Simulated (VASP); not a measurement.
# GaCo (Pm-3m) in VASP: a series of runs

The runs below take GaCo through single point, with PBE.

Everything below comes from runs of VASP 6.6.1. Logs are shortened: lines on timing, memory, paths and dates and some standing lists are left out, and cuts for length are marked.

**1. The cell of the first run**

It takes space group Pm-3m (No. 221, cubic). The conventional cell has a = 2.823 Å, b = 2.823 Å, c = 2.823 Å, α = 90.00°, β = 90.00°, γ = 90.00°. Within 3.2 Å of Ga (site symmetry m-3m) lie 8 Co at 2.44 Å and 6 Ga at 2.82 Å. Within 3.2 Å of Co (site symmetry m-3m) lie 8 Ga at 2.44 Å and 6 Co at 2.82 Å.

**2. Single point, PBE, collinear spin (11.25 Å³/atom)**

INCAR

```
SYSTEM = GaCo
PREC = Accurate
ENCUT = 520
EDIFF = 1E-7
ISMEAR = 0
SIGMA = 0.1
LREAL = .False.
LASPH = .True.
NELM = 150
ALGO = Normal
ISIF = 2
LWAVE = .False.
LCHARG = .False.
ISPIN = 2
MAGMOM = 0 0.12
LORBIT = 11
LMAXMIX = 4
GGA = PE
NBANDS = 22
```

KPOINTS

```
Automatic mesh
0
Gamma
  20 20 20
  0 0 0
```

POSCAR

```
GaCo
1.0
    2.8227548432      0.0000000000      0.0000000000
    0.0000000000      2.8227548432      0.0000000000
    0.0000000000      0.0000000000      2.8227548432
Ga Co
1 1
Direct
    0.5000000000      0.5000000000      0.5000000000
    0.0000000000      0.0000000000      0.0000000000
```

Potentials or basis: VASP PAW PBE potentials, release 64 (Ga_d, Co).

The run is started by

```bash
cat potpaw_PBE.64/Ga_d/POTCAR potpaw_PBE.64/Co/POTCAR > POTCAR
mpirun -np 1 vasp_std > vasp.out
```

OUTCAR:

```text
SYSTEM = GaCo
   PREC = Accurate
   ENCUT = 520
   EDIFF = 1E-7
   ISMEAR = 0
   LREAL = .False.
   LASPH = .True.
   NELM = 150
   ISIF = 2
   ISPIN = 2
   LORBIT = 11
   GGA = PE

 ion  position               nearest neighbor table
   1  0.500  0.500  0.500-   2 2.44   2 2.44   2 2.44   2 2.44   2 2.44   2 2.44   2 2.44   2 2.44

   2  0.000  0.000  0.000-   1 2.44   1 2.44   1 2.44   1 2.44   1 2.44   1 2.44   1 2.44   1 2.44

  LATTYP: Found a simple cubic cell.
 ALAT       =     2.8227548432

  Lattice vectors:

 A1 = (   2.8227548432,   0.0000000000,   0.0000000000)
 A2 = (   0.0000000000,   2.8227548432,   0.0000000000)
 A3 = (   0.0000000000,   0.0000000000,   2.8227548432)

Analysis of symmetry for initial positions (statically):
=====================================================================
 Subroutine PRICEL returns:
 Original cell was already a primitive cell.

 Routine SETGRP: Setting up the symmetry group for a
 simple cubic supercell.

 Subroutine GETGRP returns: Found 48 space group operations
 (whereof 48 operations were pure point group operations)
 out of a pool of 48 trial point group operations.

The static configuration has the point symmetry O_h .

Analysis of symmetry for dynamics (positions and initial velocities):
=====================================================================
 Subroutine PRICEL returns:
 Original cell was already a primitive cell.

 Routine SETGRP: Setting up the symmetry group for a
 simple cubic supercell.

 Subroutine GETGRP returns: Found 48 space group operations
 (whereof 48 operations were pure point group operations)
 out of a pool of 48 trial point group operations.

The dynamic configuration has the point symmetry O_h .

Analysis of structural, dynamic, and magnetic symmetry:
=====================================================================
 Subroutine PRICEL returns:
 Original cell was already a primitive cell.

 Routine SETGRP: Setting up the symmetry group for a
 simple cubic supercell.

 Subroutine GETGRP returns: Found 48 space group operations
 (whereof 48 operations were pure point group operations)
 out of a pool of 48 trial point group operations.

The overall configuration has the point symmetry O_h .

 Subroutine INISYM returns: Found 48 space group operations
 (whereof 48 operations are pure point group operations),
 and found     1 'primitive' translations

----------------------------------------------------------------------------------------

                                     Primitive cell

  volume of cell :      22.4916

  direct lattice vectors                    reciprocal lattice vectors
     2.822754843  0.000000000  0.000000000     0.354263851  0.000000000  0.000000000
     0.000000000  2.822754843  0.000000000     0.000000000  0.354263851  0.000000000
     0.000000000  0.000000000  2.822754843     0.000000000  0.000000000  0.354263851

  length of vectors
     2.822754843  2.822754843  2.822754843     0.354263851  0.354263851  0.354263851

  position of ions in fractional coordinates (direct lattice)
     0.500000000  0.500000000  0.500000000
     0.000000000  0.000000000  0.000000000

  ion indices of the primitive-cell ions
   primitive index   ion index
                 1           1
                 2           2

----------------------------------------------------------------------------------------

 KPOINTS: Automatic mesh

Automatic generation of k-mesh.
 Grid dimensions read from file:
 generate k-points for:   20   20   20

 Generating k-lattice:

  Cartesian coordinates                     Fractional coordinates (reciprocal lattice)
     0.017713193  0.000000000  0.000000000     0.050000000  0.000000000  0.000000000
     0.000000000  0.017713193  0.000000000     0.000000000  0.050000000  0.000000000
     0.000000000  0.000000000  0.017713193     0.000000000  0.000000000  0.050000000

  Length of vectors
     0.017713193  0.017713193  0.017713193

  Shift w.r.t. Gamma in fractional coordinates (k-lattice)
     0.000000000  0.000000000  0.000000000

 Subroutine IBZKPT returns following result:
 ===========================================

 Found    286 irreducible k-points:

 Following reciprocal coordinates:
            Coordinates               Weight
  0.000000  0.000000  0.000000      1.000000
  0.050000  0.000000  0.000000      6.000000
  0.100000  0.000000  0.000000      6.000000
  0.150000  0.000000  0.000000      6.000000
  0.200000  0.000000  0.000000      6.000000
  0.250000  0.000000  0.000000      6.000000
[... 16 lines left out ...]
  0.150000  0.100000  0.000000     24.000000
  0.200000  0.100000  0.000000     24.000000
 [... further k-points ...]
   k-points           NKPTS =    286   k-points in BZ     NKDIM =    286   number of bands    NBANDS=     22
   number of dos      NEDOS =    301   number of ions     NIONS =      2
   total plane-waves  NPLWV =  13824
   dimension x,y,z NGX =    24 NGY =   24 NGZ =   24
   dimension x,y,z NGXF=    48 NGYF=   48 NGZF=   48
   ions per type =               1   1
   NGX,Y,Z   is equivalent  to a cutoff of  14.13, 14.13, 14.13 a.u.
   NGXF,Y,Z  is equivalent  to a cutoff of  28.27, 28.27, 28.27 a.u.
 SYSTEM =  GaCo
   PREC   = accura    normal or accurate (medium, high low for compatibility)
   ISTART =      0    job   : 0-new  1-cont  2-samecut
   ICHARG =      2    charge: 1-file 2-atom 10-const
   ISPIN  =      2    spin polarized calculation?
   LNONCOLLINEAR =      F non collinear calculations
   LSORBIT =      F    spin-orbit coupling
   LASPH  =      T    aspherical Exc in radial PAW
   ENCUT  =  520.0 eV  38.22 Ry    6.18 a.u.   5.25  5.25  5.25*2*pi/ulx,y,z
   NELM   =    150;   NELMIN=  2; NELMDL= -5     # of ELM steps
   EDIFF  = 0.1E-06   stopping-criterion for ELM
   LREAL  =      F    real-space projection
   EDIFFG = 0.1E-05   stopping-criterion for IOM
   NSW    =      0    number of steps for IOM
   IBRION =     -1    ionic relax: 0-MD 1-quasi-New 2-CG
   NFREE  =      0    steps in history (QN), initial steepest desc. (CG)
   ISIF   =      2    stress and relaxation
   ISYM   =      2    0-nonsym 1-usesym 2-fastsym
   POTIM  = 0.5000    time-step for ionic-motion
   TEBEG  =    0.0;   TEEND  =   0.0 temperature during run
   PSTRESS=    0.0 pullay stress
   NELECT =      22.0000    total number of electrons
   NUPDOWN=      -1.0000    fix difference up-down
   EMIN   =  10.00;   EMAX   =-10.00  energy-range for DOS
   EFERMI =   0.00;   METHOD = LEGACY
   ISMEAR =     0;   SIGMA  =   0.10  broadening in eV -4-tet -1-fermi 0-gaus
   EFERMI_NEDOS =   21; number of points for ismear=-14 and -15
   IALGO  =     38    algorithm
   IMIX   =      4    mixing-type and parameters
     AMIX     =   0.40;   BMIX     =  1.00
     AMIX_MAG =   1.60;   BMIX_MAG =  1.00
  volume/ion in A,a.u.               =      11.25        75.89
  Fermi-wavevector in a.u.,A,eV,Ry     =   1.625084  3.070964 35.931612  2.640899
  Thomas-Fermi vector in A             =   2.718265
   LORBIT       =     11    0 simple, 1 ext, 2 COOP (PROOUT), +10 PAW based schemes
   GGA     = PE    functional components
   LHFCALC =     F    Hartree Fock is set to
   AEXX    =    0.0000 exact exchange contribution
   IVDW    =     0    specifies the selected vdW correction
   LEPSILON=     F    determine dielectric tensor
   LRPA    =     F    only Hartree local field effects (RPA)
 spin polarized calculation
 Gauss-broadening in eV      SIGMA  =   0.10
  energy-cutoff  :      520.00
  volume of cell :       22.49
 maximum number of plane-waves:       624
 NGX is ok and might be reduce to    24
   NGX = 11   NGY = 11   NGZ = 11

 number of electron      21.9999990 magnetization       0.0001278

 Free energy of the ion-electron system (eV)
  ---------------------------------------------------
  ext. energy  EPLUGINS =         0.00000000
  ---------------------------------------------------
  free energy    TOTEN  =       -10.42572497 eV

  energy without entropy =      -10.42004720  energy(sigma->0) =      -10.42288608

 E-fermi :  10.6255     XC(G=0): -13.5298

 val. band max:       10.6224280913   @ k =   0.5000   0.4000   0.1500
 cond. band min:      10.6305843309   @ k =   0.5000   0.3000   0.0500
 fundamental gap:      0.0081562396
 Fermi energy:        10.6255007892

 spin component 1

 k-point     1 :       0.0000    0.0000    0.0000
  band No.  band energies     occupation
      1      -4.7000      1.00000
      2      -4.7000      1.00000
      3      -4.2925      1.00000
      4      -4.2925      1.00000
      5      -4.2925      1.00000
      6      -1.9741      1.00000
[... 14 lines left out ...]
     21      37.2578      0.00000
     22      37.2578      0.00000
[... 552 lines left out ...]
  band No.  band energies     occupation
      1      -4.6559      1.00000
      2      -4.5776      1.00000
      3      -4.3503      1.00000
      4      -4.3318      1.00000
      5      -4.2946      1.00000
      6      -0.9875      1.00000
[... 14 lines left out ...]
     21      34.1207      0.00000
     22      34.2659      0.00000

 [... further k-points ...]

 spin component 2

 k-point     1 :       0.0000    0.0000    0.0000
  band No.  band energies     occupation
      1      -4.7000      1.00000
      2      -4.7000      1.00000
      3      -4.2925      1.00000
      4      -4.2925      1.00000
      5      -4.2925      1.00000
      6      -1.9741      1.00000
[... 14 lines left out ...]
     21      37.2578      0.00000
     22      37.2578      0.00000
[... 552 lines left out ...]
  band No.  band energies     occupation
      1      -4.6559      1.00000
      2      -4.5776      1.00000
      3      -4.3503      1.00000
      4      -4.3318      1.00000
      5      -4.2946      1.00000
      6      -0.9875      1.00000
[... 14 lines left out ...]
     21      34.1207      0.00000
     22      34.2659      0.00000

 [... further k-points ...]

------------------------ aborting loop because EDIFF is reached ----------------------------------------

  FORCE on cell =-STRESS in cart. coord.  units (eV):
  Direction    XX          YY          ZZ          XY          YZ          ZX
  --------------------------------------------------------------------------------------
  -------------------------------------------------------------------------------------
  Total        1.8150783      1.8150783      1.8150783     -0.0000000     -0.0000000     -0.0000000
  in kB      129.2964105    129.2964105    129.2964105     -0.0000000     -0.0000000     -0.0000000
  external PRESSURE =     129.2964105 kB  Pullay stress =       0.0000000 kB

 VOLUME and BASIS-vectors are now :
 -----------------------------------------------------------------------------
  energy-cutoff  :      520.00
  volume of cell :       22.49
      direct lattice vectors                 reciprocal lattice vectors
     2.822754843  0.000000000  0.000000000     0.354263851  0.000000000  0.000000000
     0.000000000  2.822754843  0.000000000     0.000000000  0.354263851  0.000000000
     0.000000000  0.000000000  2.822754843     0.000000000  0.000000000  0.354263851

 POSITION                                       TOTAL-FORCE (eV/Angst)
 -----------------------------------------------------------------------------------
      1.41138      1.41138      1.41138         0.000000      0.000000      0.000000
      0.00000      0.00000      0.00000         0.000000      0.000000      0.000000
 -----------------------------------------------------------------------------------
    total drift:                                0.000000      0.000000     -0.000000

  FREE ENERGIE OF THE ION-ELECTRON SYSTEM (eV)
  ---------------------------------------------------
  free  energy   TOTEN  =       -10.4257249660 eV

  energy  without entropy=      -10.4200471994  energy(sigma->0) =      -10.42288608

 total charge

# of ion       s       p       d       tot
------------------------------------------
    1        0.856   0.949  10.076  11.880
    2        0.407   0.502   7.560   8.469
--------------------------------------------------
tot          1.263   1.451  17.635  20.349

 magnetization (x)

# of ion       s       p       d       tot
------------------------------------------
    1       -0.000  -0.000  -0.000  -0.000
    2        0.000  -0.000   0.000   0.000
--------------------------------------------------
tot         -0.000  -0.000   0.000   0.000
```

Wall time 2.5 min (1 thread of AMD EPYC 9R45 (Zen 5), shared host); peak memory 0.29 GiB.

Results:

| Property | Result |
| --- | --- |
| Free energy | -10.4257 eV |
| Pressure | 12.9 GPa |
| Band gap on the k mesh | zero (filled and empty bands overlap) |
| Net moment | 0.00 μB per cell |
| Valence electrons inside the program's atomic spheres | Ga 11.88; Co 8.47 |

Caveat: the cell stands under pressure.

**3. Single point, PBE, collinear spin (11.60 Å³/atom)**

This run uses another cell than the first one, of 11.60 Å³/atom.

INCAR

```
PREC = Accurate
ENCUT = 520
EDIFF = 1E-6
ISMEAR = 0
SIGMA = 0.1
LREAL = False
LASPH = True
NELM = 150
ALGO = Normal
ISIF = 2
LWAVE = False
LCHARG = False
ISPIN = 2
MAGMOM = 0 0.12
LORBIT = 11
LMAXMIX = 4
GGA = PE
NBANDS = 22
```

KPOINTS

```
regular mesh
0
Gamma
  20 20 20
```

POSCAR

```
GaCo
1.0
    2.8524702358      0.0000000000      0.0000000000
    0.0000000000      2.8524702358      0.0000000000
    0.0000000000      0.0000000000      2.8524702358
Ga Co
1 1
Direct
    0.5000000000      0.5000000000      0.5000000000
    0.0000000000      0.0000000000      0.0000000000
```

Potentials or basis: VASP PAW PBE potentials, release 64 (Ga_d, Co).

The run is started by

```bash
cat potpaw_PBE.64/Ga_d/POTCAR potpaw_PBE.64/Co/POTCAR > POTCAR
mpirun -np 1 vasp_std > vasp.out
```

It took 1.8 min on 1 thread of AMD EPYC 9R45 (Zen 5), shared host; peak memory 0.3 GiB.

Results (log left out):

```
Free energy                                           : -10.4677 eV
Pressure                                              : 6.0 GPa
Band gap on the k mesh                                : zero (filled and empty bands overlap)
Net moment                                            : 0.02 μB per cell
Valence electrons inside the program's atomic spheres : Ga 11.83; Co 8.40
```

Levels at points of the mesh, in eV from the Fermi level:
Spin up:
```
           k point  band 7  band 8  band 9  band 10  band 11  band 12  band 13  band 14  band 15  band 16
(0.00, 0.00, 0.00)   -2.68   -2.68   -0.79    -0.79    -0.79     5.28     5.28     5.28    11.20    11.20
(0.50, 0.00, 0.00)   -7.05   -2.45   -1.84    -1.84    -0.78     0.08    10.88    10.88    11.73    12.85
(0.50, 0.50, 0.00)   -3.24   -3.24   -2.57    -1.29    -1.29    -0.28     2.36     3.27    11.80    15.37
(0.50, 0.50, 0.50)   -4.25   -4.25   -0.25    -0.25     0.81     3.89     3.89     3.89     4.88     4.88
```
Spin down:
| k point | band 8 | band 9 | band 10 | band 11 | band 12 | band 13 | band 14 | band 15 |
| --- | --- | --- | --- | --- | --- | --- | --- | --- |
| (0.00, 0.00, 0.00) | -2.65 | -0.77 | -0.77 | -0.77 | 5.28 | 5.28 | 5.28 | 11.21 |
| (0.50, 0.00, 0.00) | -2.42 | -1.83 | -1.83 | -0.77 | 0.12 | 10.88 | 10.88 | 11.73 |
| (0.50, 0.50, 0.00) | -3.24 | -2.55 | -1.28 | -1.28 | -0.25 | 2.37 | 3.28 | 11.80 |
| (0.50, 0.50, 0.50) | -4.25 | -0.21 | -0.21 | 0.81 | 3.88 | 3.88 | 3.88 | 4.88 |

Caveat: the cell stands under pressure.
